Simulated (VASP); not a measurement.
# CaO (Fm-3m) in VASP: a series of runs

Aim: see how the results for CaO move with the level of theory and the settings. Levels: PBE, LDA, r2SCAN. Tasks: single point, relaxation of cell and atoms.

All numbers are computed with VASP 6.6.1; they aren't measurements. Logs are shortened: lines on timing, memory, paths and dates and some standing lists are left out, and cuts for length are marked.

## (1) The cell of the first run

The structure is cubic, space group Fm-3m (No. 225). Conventional cell: a = 4.834 Å, b = 4.834 Å, c = 4.834 Å, α = 90.00°, β = 90.00°, γ = 90.00°. Ca (site symmetry m-3m) has 6 O at 2.42 Å within 3.2 Å. Within 3.2 Å of O (site symmetry m-3m) lie 6 Ca at 2.42 Å.

## (2) Single point, PBE

Contents of INCAR:

```
PREC = Accurate
ENCUT = 600
EDIFF = 1E-6
ISMEAR = 0
SIGMA = 0.1
LREAL = False
LASPH = True
NELM = 120
ALGO = Normal
ISIF = 2
LWAVE = False
LCHARG = True
GGA = PE
LELF = True
LVHAR = True
NBANDS = 15
GGA_COMPAT = False
```

Contents of KPOINTS:

```
Automatic mesh
0
Gamma
  6 6 6
```

Contents of POSCAR:

```
CaO
1.0
    0.0000000000      2.4168421861      2.4168421861
    2.4168421861      0.0000000000      2.4168421861
    2.4168421861      2.4168421861      0.0000000000
Ca O
1 1
Direct
    0.5000000000      0.5000000000      0.5000000000
    0.0000000000      0.0000000000      0.0000000000
```

Potentials or basis: VASP PAW PBE potentials, release 64 (Ca_sv, O).

On the command line:

```
$ cat potpaw_PBE.64/Ca_sv/POTCAR potpaw_PBE.64/O/POTCAR > POTCAR
$ mpirun -np 1 vasp_std > vasp.out
```

OUTCAR:

```text
PREC = Accurate
   ENCUT = 600
   EDIFF = 1E-6
   ISMEAR = 0
   LREAL = False
   LASPH = True
   NELM = 120
   ISIF = 2
   GGA = PE

 ion  position               nearest neighbor table
   1  0.500  0.500  0.500-   2 2.42   2 2.42   2 2.42   2 2.42   2 2.42   2 2.42
   2  0.000  0.000  0.000-   1 2.42   1 2.42   1 2.42   1 2.42   1 2.42   1 2.42

  LATTYP: Found a face centered cubic cell.
 ALAT       =     4.8336843722

  Lattice vectors:

 A1 = (   0.0000000000,   2.4168421861,   2.4168421861)
 A2 = (   2.4168421861,   0.0000000000,   2.4168421861)
 A3 = (   2.4168421861,   2.4168421861,   0.0000000000)

Analysis of symmetry for initial positions (statically):
=====================================================================
 Subroutine PRICEL returns:
 Original cell was already a primitive cell.

 Routine SETGRP: Setting up the symmetry group for a
 face centered cubic supercell.

 Subroutine GETGRP returns: Found 48 space group operations
 (whereof 48 operations were pure point group operations)
 out of a pool of 48 trial point group operations.

The static configuration has the point symmetry O_h .

Analysis of symmetry for dynamics (positions and initial velocities):
=====================================================================
 Subroutine PRICEL returns:
 Original cell was already a primitive cell.

 Routine SETGRP: Setting up the symmetry group for a
 face centered cubic supercell.

 Subroutine GETGRP returns: Found 48 space group operations
 (whereof 48 operations were pure point group operations)
 out of a pool of 48 trial point group operations.

The dynamic configuration has the point symmetry O_h .

 Subroutine INISYM returns: Found 48 space group operations
 (whereof 48 operations are pure point group operations),
 and found     1 'primitive' translations

----------------------------------------------------------------------------------------

                                     Primitive cell

  volume of cell :      28.2342

  direct lattice vectors                    reciprocal lattice vectors
     0.000000000  2.416842186  2.416842186    -0.206881526  0.206881526  0.206881526
     2.416842186  0.000000000  2.416842186     0.206881526 -0.206881526  0.206881526
     2.416842186  2.416842186  0.000000000     0.206881526  0.206881526 -0.206881526

  length of vectors
     3.417930998  3.417930998  3.417930998     0.358329314  0.358329314  0.358329314

  position of ions in fractional coordinates (direct lattice)
     0.500000000  0.500000000  0.500000000
     0.000000000  0.000000000  0.000000000

  ion indices of the primitive-cell ions
   primitive index   ion index
                 1           1
                 2           2

----------------------------------------------------------------------------------------

 KPOINTS: Automatic mesh

Automatic generation of k-mesh.
 Grid dimensions read from file:
 generate k-points for:    6    6    6

 Generating k-lattice:

  Cartesian coordinates                     Fractional coordinates (reciprocal lattice)
    -0.034480254  0.034480254  0.034480254     0.166666667  0.000000000  0.000000000
     0.034480254 -0.034480254  0.034480254     0.000000000  0.166666667  0.000000000
     0.034480254  0.034480254 -0.034480254     0.000000000  0.000000000  0.166666667

  Length of vectors
     0.059721552  0.059721552  0.059721552

  Shift w.r.t. Gamma in fractional coordinates (k-lattice)
     0.000000000  0.000000000  0.000000000

 Subroutine IBZKPT returns following result:
 ===========================================

 Found     16 irreducible k-points:

 Following reciprocal coordinates:
            Coordinates               Weight
  0.000000  0.000000  0.000000      1.000000
  0.166667  0.000000  0.000000      8.000000
  0.333333  0.000000  0.000000      8.000000
  0.500000  0.000000  0.000000      4.000000
  0.166667  0.166667  0.000000      6.000000
  0.333333  0.166667  0.000000     24.000000
[... 8 lines left out ...]
 -0.333333  0.333333  0.166667     24.000000
 -0.333333  0.500000  0.166667     12.000000
   k-points           NKPTS =     16   k-points in BZ     NKDIM =     16   number of bands    NBANDS=     15
   number of dos      NEDOS =    301   number of ions     NIONS =      2
   total plane-waves  NPLWV =  21952
   dimension x,y,z NGX =    28 NGY =   28 NGZ =   28
   dimension x,y,z NGXF=    56 NGYF=   56 NGZF=   56
   ions per type =               1   1
   NGX,Y,Z   is equivalent  to a cutoff of  13.62, 13.62, 13.62 a.u.
   NGXF,Y,Z  is equivalent  to a cutoff of  27.24, 27.24, 27.24 a.u.
 SYSTEM =  unknown system
   PREC   = accura    normal or accurate (medium, high low for compatibility)
   ISTART =      0    job   : 0-new  1-cont  2-samecut
   ICHARG =      2    charge: 1-file 2-atom 10-const
   ISPIN  =      1    spin polarized calculation?
   LNONCOLLINEAR =      F non collinear calculations
   LSORBIT =      F    spin-orbit coupling
[... 30 lines left out ...]
   AEXX    =    0.0000 exact exchange contribution
   IVDW    =     0    specifies the selected vdW correction
   LEPSILON=     F    determine dielectric tensor
   LRPA    =     F    only Hartree local field effects (RPA)
 non-spin polarized calculation
 Gauss-broadening in eV      SIGMA  =   0.10
  energy-cutoff  :      600.00
  volume of cell :       28.23
 maximum number of plane-waves:       960
   NGX = 13   NGY = 13   NGZ = 13

 number of electron      15.9999999 magnetization

 Free energy of the ion-electron system (eV)
  ---------------------------------------------------
  ext. energy  EPLUGINS =         0.00000000
  ---------------------------------------------------
  free energy    TOTEN  =       -12.80764031 eV

  energy without entropy =      -12.80764031  energy(sigma->0) =      -12.80764031

 E-fermi :   2.8090     XC(G=0): -10.3927

 val. band max:        2.2538800606   @ k =   0.0000   0.0000   0.0000
 cond. band min:       5.8939146227   @ k =   0.5000   0.5000   0.0000
 fundamental gap:      3.6400345621
 Fermi energy:         2.8090027026

 k-point     1 :       0.0000    0.0000    0.0000
  band No.  band energies     occupation
      1     -35.4533      2.00000
      2     -16.2293      2.00000
      3     -16.2293      2.00000
      4     -16.2293      2.00000
      5     -13.2459      2.00000
      6       2.2539      2.00000
      7       2.2539      2.00000
      8       2.2539      2.00000
      9       6.8308      0.00000
     10       8.4371      0.00000
     11       8.4371      0.00000
     12       8.4371      0.00000
     13       9.9114      0.00000
     14       9.9114      0.00000
     15      17.2205      0.00000

 k-point     2 :       0.1667    0.0000    0.0000
  band No.  band energies     occupation
      1     -35.4296      2.00000
      2     -16.5472      2.00000
      3     -16.2424      2.00000
      4     -16.2424      2.00000
      5     -12.9083      2.00000
      6       1.4048      2.00000
      7       1.9141      2.00000
      8       1.9141      2.00000
      9       7.9356      0.00000
     10       8.4098      0.00000
     11       8.8855      0.00000
     12       8.8855      0.00000
     13      10.5190      0.00000
     14      10.5190      0.00000
     15      18.0351      0.00000

 k-point     3 :       0.3333    0.0000    0.0000
  band No.  band energies     occupation
      1     -35.3819      2.00000
      2     -17.0547      2.00000
      3     -16.2681      2.00000
      4     -16.2681      2.00000
      5     -12.3577      2.00000
      6       0.1679      2.00000
      7       1.3369      2.00000
      8       1.3369      2.00000
      9       8.7303      0.00000
     10       9.8474      0.00000
     11       9.9127      0.00000
     12       9.9127      0.00000
     13      11.7746      0.00000
     14      11.7746      0.00000
     15      17.2574      0.00000
[... 199 lines left out ...]
 k-point    15 :      -0.3333    0.3333    0.1667
  band No.  band energies     occupation
      1     -35.3360      2.00000
      2     -16.9164      2.00000
      3     -16.5394      2.00000
      4     -16.4113      2.00000
      5     -12.5129      2.00000
      6       0.5544      2.00000
      7       1.1699      2.00000
      8       1.2626      2.00000
      9       8.7291      0.00000
     10       8.7341      0.00000
     11      10.8031      0.00000
     12      11.2441      0.00000
     13      12.2127      0.00000
     14      14.9641      0.00000
     15      15.7482      0.00000

 k-point    16 :      -0.3333    0.5000    0.1667
  band No.  band energies     occupation
      1     -35.3289      2.00000
      2     -16.7101      2.00000
      3     -16.5823      2.00000
      4     -16.5340      2.00000
      5     -12.7367      2.00000
      6       1.0404      2.00000
      7       1.1996      2.00000
      8       1.4468      2.00000
      9       7.2508      0.00000
     10       9.8426      0.00000
     11      10.4716      0.00000
     12      11.6767      0.00000
     13      11.8304      0.00000
     14      14.9967      0.00000
     15      15.6803      0.00000

------------------------ aborting loop because EDIFF is reached ----------------------------------------

  FORCE on cell =-STRESS in cart. coord.  units (eV):
  Direction    XX          YY          ZZ          XY          YZ          ZX
  --------------------------------------------------------------------------------------
  -------------------------------------------------------------------------------------
  Total        0.0415696      0.0415696      0.0415696      0.0000000      0.0000000     -0.0000000
  in kB        2.3589134      2.3589134      2.3589134      0.0000000      0.0000000     -0.0000000
  external PRESSURE =       2.3589134 kB  Pullay stress =       0.0000000 kB

 VOLUME and BASIS-vectors are now :
 -----------------------------------------------------------------------------
  energy-cutoff  :      600.00
  volume of cell :       28.23
      direct lattice vectors                 reciprocal lattice vectors
     0.000000000  2.416842186  2.416842186    -0.206881526  0.206881526  0.206881526
     2.416842186  0.000000000  2.416842186     0.206881526 -0.206881526  0.206881526
     2.416842186  2.416842186  0.000000000     0.206881526  0.206881526 -0.206881526

 POSITION                                       TOTAL-FORCE (eV/Angst)
 -----------------------------------------------------------------------------------
      2.41684      2.41684      2.41684        -0.000000      0.000000      0.000000
      0.00000      0.00000      0.00000         0.000000     -0.000000     -0.000000
 -----------------------------------------------------------------------------------
    total drift:                                0.000000      0.000000      0.000000

  FREE ENERGIE OF THE ION-ELECTRON SYSTEM (eV)
  ---------------------------------------------------
  free  energy   TOTEN  =       -12.8076403114 eV

  energy  without entropy=      -12.8076403114  energy(sigma->0) =      -12.80764031
```

Wall time 4.8 s (1 thread of Intel Xeon 6975P-C (Granite Rapids), shared host); peak memory 0.15 GiB.

Results:

```
Free energy            : -12.8076 eV
Pressure               : 0.2 GPa
Band gap on the k mesh : 3.64 eV, indirect (least direct gap 4.02 eV)
```

A k mesh can miss the band edges. As with any semilocal functional, this PBE gap is likely too small.

## (3) Single point, PBE

This run uses another cell than the first one, of 14.09 Å³/atom, 0.998 times its volume.

Contents of INCAR:

```
SYSTEM = CaO
PREC = Accurate
ENCUT = 600
EDIFF = 1E-6
ISMEAR = 0
SIGMA = 0.02
LREAL = .FALSE.
LASPH = .TRUE.
NELM = 120
ALGO = Normal
ISIF = 2
LWAVE = .FALSE.
LCHARG = .FALSE.
GGA = PE
NBANDS = 15
GGA_COMPAT = .FALSE.
```

Contents of KPOINTS:

```
regular mesh
0
G
  8 8 8
  0 0 0
```

Contents of POSCAR:

```
CaO
1.0
    0.0000000000      2.4151517513      2.4151517513
    2.4151517513      0.0000000000      2.4151517513
    2.4151517513      2.4151517513      0.0000000000
Ca O
1 1
Direct
    0.5000000000      0.5000000000      0.5000000000
    0.0000000000      0.0000000000      0.0000000000
```

Potentials or basis: VASP PAW PBE potentials, release 64 (Ca_sv, O).

On the command line:

```
$ cat potpaw_PBE.64/Ca_sv/POTCAR potpaw_PBE.64/O/POTCAR > POTCAR
$ mpirun -np 1 vasp_std > vasp.out
```

Wall time 6.8 s (1 thread of Intel Xeon 6975P-C (Granite Rapids), shared host); peak memory 0.16 GiB.

It converged, with:

| Quantity | Value |
| --- | --- |
| Free energy | -12.8076 eV |
| Pressure | 0.5 GPa |
| Band gap on the k mesh | 3.64 eV, indirect (least direct gap 4.02 eV) |

Levels at points of the mesh, in eV from the valence-band top:
| k point | band 6 | band 7 | band 8 | band 9 | band 10 | band 11 |
| --- | --- | --- | --- | --- | --- | --- |
| (0.00, 0.00, 0.00) | 0.00 | 0.00 | 0.00 | 4.59 | 6.19 | 6.19 |
| (0.50, 0.00, 0.00) | -2.60 | -1.17 | -1.17 | 6.98 | 8.27 | 8.27 |
| (0.50, 0.50, 0.00) | -1.31 | -0.38 | -0.38 | 3.64 | 7.93 | 8.81 |

## (4) Single point, LDA

This run uses another cell than the first one, of 14.09 Å³/atom, 0.998 times its volume.

Contents of INCAR:

```
PREC = Accurate
ENCUT = 600
EDIFF = 1E-6
ISMEAR = 0
SIGMA = 0.02
LREAL = False
LASPH = True
NELM = 120
ALGO = Normal
ISIF = 2
LWAVE = False
LCHARG = True
LELF = True
LVHAR = True
NBANDS = 15
GGA_COMPAT = False
```

Contents of KPOINTS:

```
regular mesh
0
Gamma
  8 8 8
```

POSCAR is that of step 3.

Potentials or basis: VASP PAW LDA potentials, release 64 (Ca_sv, O).

On the command line:

```
$ cat potpaw_LDA.64/Ca_sv/POTCAR potpaw_LDA.64/O/POTCAR > POTCAR
$ mpirun -np 1 vasp_std > vasp.out
```

Wall time 6.8 s (1 thread of Intel Xeon 6975P-C (Granite Rapids), shared host); peak memory 0.15 GiB.

The run converged. Its results:

| Item | Value |
| --- | --- |
| Free energy | -14.1772 eV |
| Pressure | -7.8 GPa |
| Band gap on the k mesh | 3.47 eV, indirect (least direct gap 3.85 eV) |

Levels at points of the mesh, in eV from the valence-band top:
```
           k point  band 4  band 5  band 6  band 7  band 8  band 9  band 10  band 11  band 12  band 13
(0.00, 0.00, 0.00)  -18.18  -15.18    0.00    0.00    0.00    4.45     6.07     6.07     6.07     7.61
(0.50, 0.00, 0.00)  -18.23  -13.99   -2.67   -1.20   -1.20    6.89     8.20     8.23     8.23    10.31
(0.50, 0.50, 0.00)  -18.41  -14.93   -1.32   -0.38   -0.38    3.47     7.90     8.79     9.44     9.44
```

## (5) Relaxation of cell and atoms, PBE

Contents of INCAR:

```
SYSTEM = CaO
PREC     = Accurate       ! precision mode
ENCUT    = 600            ! plane-wave cutoff, eV
EDIFF    = 1E-7           ! SCF threshold, eV
ISMEAR   = 0              ! smearing method
SIGMA    = 0.1            ! smearing width, eV
LREAL    = .FALSE.        ! projectors in reciprocal space
LASPH    = .TRUE.         ! aspherical terms in the spheres
NELM     = 120            ! most SCF steps
ALGO     = Normal         ! electronic algorithm
ISIF     = 3              ! what is computed and relaxed
LWAVE    = .FALSE.        ! write WAVECAR
LCHARG   = .FALSE.        ! write CHGCAR
GGA      = PE             ! functional
IBRION   = 2              ! ionic algorithm
NSW      = 90             ! ionic steps
EDIFFG   = -0.04          ! ionic threshold
GGA_COMPAT= .FALSE.      
NELMIN   = 4
```

Contents of KPOINTS:

```
Automatic mesh
0
G
  6 6 6
  0 0 0
```

Contents of POSCAR:

```
CaO
1.0
    0.0000000000      2.4168421861      2.4168421861
    2.4168421861      0.0000000000      2.4168421861
    2.4168421861      2.4168421861      0.0000000000
Ca O
1 1
Direct
    0.5000000000      0.5000000000      0.5000000000
    0.0000000000      0.0000000000      0.0000000000
```

Potentials or basis: VASP PAW PBE potentials, release 64 (Ca_sv, O).

On the command line:

```
$ cat potpaw_PBE.64/Ca_sv/POTCAR potpaw_PBE.64/O/POTCAR > POTCAR
$ mpirun -np 1 vasp_std > vasp.out
```

It took 5.7 s on 1 thread of Intel Xeon 6975P-C (Granite Rapids), shared host; peak memory 0.16 GiB.

It converged, with:

```
Free energy             : -12.8076 eV
Pressure after relaxing : 0.3 GPa
Band gap on the k mesh  : 3.64 eV, indirect (least direct gap 4.02 eV)
```

Final structure:
```
Ca O
1.0
     0.00000    2.41684    2.41684
     2.41684    0.00000    2.41684
     2.41684    2.41684    0.00000
Ca O
1 1
Direct
  0.50000 0.50000 0.50000
  0.00000 0.00000 0.00000
```

Levels at points of the mesh, in eV from the valence-band top:
```tsv
k point	band 5	band 6	band 7	band 8	band 9	band 10	band 11	band 12
(0.00, 0.00, 0.00)	-15.50	0.00	0.00	0.00	4.58	6.18	6.18	6.18
(0.50, 0.00, 0.00)	-14.37	-2.60	-1.17	-1.17	6.97	8.26	8.26	8.38
(0.50, 0.50, 0.00)	-15.26	-1.31	-0.38	-0.38	3.64	7.92	8.80	9.42
```

Caveat: the relaxation stopped at its first step, so nothing moved. PBE gaps usually lie below the measured ones, often by a third to a half.

## (6) Single point, r2SCAN

This run uses another cell than the first one, of 14.09 Å³/atom, 0.998 times its volume.

Contents of POSCAR:

```
CaO
1.0
    0.0000000000      2.4151517513      2.4151517513
    2.4151517513      0.0000000000      2.4151517513
    2.4151517513      2.4151517513      0.0000000000
Ca O
1 1
Direct
    0.5000000000      0.5000000000      0.5000000000
    0.0000000000      0.0000000000      0.0000000000
```

Contents of INCAR.step1:

```
  PREC = Accurate
  ENCUT = 660
  ISMEAR = 0
  SIGMA = 0.02
  LREAL = F
  LASPH = T
  NELM = 120
  NBANDS = 15
  GGA = PE
  ALGO = Normal
  EDIFF = 1E-5
  LWAVE = T
  LCHARG = F
  GGA_COMPAT = F
```

Contents of INCAR.step2:

```
  PREC = Accurate
  ENCUT = 660
  EDIFF = 1E-6
  ISMEAR = 0
  SIGMA = 0.02
  LREAL = F
  LASPH = T
  NELM = 120
  ALGO = Normal
  ISIF = 2
  LWAVE = F
  LCHARG = F
  METAGGA = R2SCAN
  LMIXTAU = T
  NBANDS = 15
  ISTART = 1
  GGA_COMPAT = F
```

Contents of KPOINTS:

```
Automatic mesh
0
Gamma
  8 8 8
```

Potentials or basis: VASP PAW PBE potentials, release 64 (Ca_sv, O).

On the command line:

```
$ cat potpaw_PBE.64/Ca_sv/POTCAR potpaw_PBE.64/O/POTCAR > POTCAR
$ cp INCAR.step1 INCAR
$ mpirun -np 1 vasp_std > vasp.out
$ cp INCAR.step2 INCAR
$ mpirun -np 1 vasp_std > vasp.out
```

It took 47 s on 1 thread of Intel Xeon 6975P-C (Granite Rapids), shared host; peak memory 0.18 GiB.

It converged, with:

* Free energy: -19.4582 eV
* Pressure: -1.7 GPa
* Band gap on the k mesh: 4.19 eV, indirect (least direct gap 4.57 eV)

Levels at points of the mesh, in eV from the valence-band top:
```tsv
k point	band 6	band 7	band 8	band 9	band 10	band 11
(0.00, 0.00, 0.00)	0.00	0.00	0.00	5.30	6.82	6.82
(0.50, 0.00, 0.00)	-2.57	-1.17	-1.17	7.63	8.96	8.96
(0.50, 0.50, 0.00)	-1.30	-0.38	-0.38	4.19	8.65	9.55
```

Caveat: the PAW data sets were made with another functional, which shifts forces and pressure a little. r2SCAN opens gaps a little over a GGA but as a rule still falls short of measured ones.

## (7) Summary

| task | level | potentials or basis | cell | k mesh | cutoff (eV) | smearing | gap on the mesh (eV) | pressure (GPa) |
| --- | --- | --- | --- | --- | --- | --- | --- | --- |
| single point | PBE | VASP PAW PBE potentials, release 64 (Ca_sv, O) | a = 3.418 Å, angles 60.0°, 2 atoms | 6 × 6 × 6 | 600 | gaussian 0.1 eV | 3.64 | 0.2 |
| single point | PBE | VASP PAW PBE potentials, release 64 (Ca_sv, O) | a = 3.416 Å, angles 60.0°, 2 atoms | 8 × 8 × 8 | 600 | gaussian 0.02 eV | 3.64 | 0.5 |
| single point | LDA | VASP PAW LDA potentials, release 64 (Ca_sv, O) | a = 3.416 Å, angles 60.0°, 2 atoms | 8 × 8 × 8 | 600 | gaussian 0.02 eV | 3.47 | -7.8 |
| relaxation of cell and atoms | PBE | VASP PAW PBE potentials, release 64 (Ca_sv, O) | relaxed from a = 3.418 Å, angles 60.0°, 2 atoms | 6 × 6 × 6 | 600 | gaussian 0.1 eV | 3.64 | 0.3 |
| single point | r2SCAN | VASP PAW PBE potentials, release 64 (Ca_sv, O) | a = 3.416 Å, angles 60.0°, 2 atoms | 8 × 8 × 8 | 660 | gaussian 0.02 eV | 4.19 | -1.7 |

Alike in all rows: no spin polarisation.

Caveats: the relaxation stopped at its first step, so nothing moved (some runs); the PAW data sets were made with another functional, which shifts forces and pressure a little (some runs).

Absolute energies hang on the potentials; compare differences alone.
